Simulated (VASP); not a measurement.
The system is LiBr.

```
Li Br
1.0
     0.00000    2.73955    2.73955
     2.73955    0.00000    2.73955
     2.73955    2.73955    0.00000
Li Br
1 1
Cartesian
  0.0000 0.0000 0.0000
  2.7395 2.7395 2.7395
```

Base run:

```yaml
Program: VASP 6.6.1
Functional: r2SCAN
Potentials_or_basis: VASP PAW PBE potentials, release 64 (Li_sv, Br)
Cutoff: 830 eV
k_mesh: 8 × 8 × 8
Occupations: gaussian, width 0.01 eV
Spin: no spin polarisation
```

Its results: band gap on the k mesh 5.93 eV, direct; pressure -0.4 GPa.

Task: The run is repeated on the same cell with these changes: functional from r2SCAN to PBE; cutoff from 830 eV to 750 eV. What comes out?

Result: Band gap on the k mesh 4.99 eV, direct; pressure 0.4 GPa.

r2SCAN gives the wider gap, since meta-GGAs in the generalised Kohn-Sham scheme recover part of the derivative discontinuity.

Caveats: the PAW data sets were made with another functional, which shifts forces and pressure a little (some runs).

A k mesh can miss the band edges.
